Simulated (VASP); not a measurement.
Write the native input for VASP 6.6.1 that does the following.

```yaml
Task: single point
Functional: r2SCAN
Potentials_or_basis: VASP PAW PBE potentials, release 64 (As_d)
Cutoff: 560 eV
k_mesh: 8 × 8 × 8
Occupations: gaussian, width 0.01 eV
Spin: no spin polarisation
Dipole_correction: no
Further_INCAR_settings: ALGO = Normal; EDIFF = 1e-06; NBANDS = 22
```

As:

```xyz
2
Lattice="1.7947 1.0362 5.0619 -1.7947 1.0362 5.0619 0.0000 -2.0724 5.0619" Properties=species:S:1:pos:R:3 pbc="T T T"
As    0.0000    0.0000   11.9724
As    0.0000    0.0000    3.2134
```

The input as run:

POSCAR

```
As
1.0
    1.7947295005      1.0361875602      5.0619263606
   -1.7947295005      1.0361875602      5.0619263606
    0.0000000000     -2.0723751204      5.0619263606
As
2
Direct
    0.7883959999      0.7883959999      0.7883959999
    0.2116040001      0.2116040001      0.2116040001
```

INCAR.step1

```
SYSTEM = As
PREC = Accurate ; ENCUT = 560
ISMEAR = 0 ; SIGMA = 0.01
LREAL = .FALSE. ; LASPH = .TRUE.
NELM = 120 ; NBANDS = 22
GGA = PE ; ALGO = Normal
EDIFF = 1E-5 ; LWAVE = .TRUE.
LCHARG = .FALSE. ; GGA_COMPAT = .FALSE.
```

INCAR.step2

```
SYSTEM = As
PREC = Accurate ; ENCUT = 560
EDIFF = 1E-6 ; ISMEAR = 0
SIGMA = 0.01 ; LREAL = .FALSE.
LASPH = .TRUE. ; NELM = 120
ALGO = Normal ; ISIF = 2
LWAVE = .FALSE. ; LCHARG = .FALSE.
METAGGA = R2SCAN ; LMIXTAU = .TRUE.
NBANDS = 22 ; ISTART = 1
GGA_COMPAT = .FALSE.
```

KPOINTS

```
regular mesh
0
G
  8 8 8
  0 0 0
```

Potentials or basis: VASP PAW PBE potentials, release 64 (As_d).

Command:

```bash
$ cat potpaw_PBE.64/As_d/POTCAR > POTCAR
$ cp INCAR.step1 INCAR
$ mpirun -np 1 vasp_std > vasp.out
$ cp INCAR.step2 INCAR
$ mpirun -np 1 vasp_std > vasp.out
```

Results of the run:

```
Pressure      : 0.1 GPa
Largest force : 0.035 eV/Å
```

Caveat: the PAW data sets were made with another functional, which shifts forces and pressure a little.

Wall time 8.1 min on 1 thread of Intel(R) Xeon(R) Platinum 8259CL CPU @ 2.50GHz (Skylake/Cascade Lake) (shared host), peak memory 0.31 GiB.
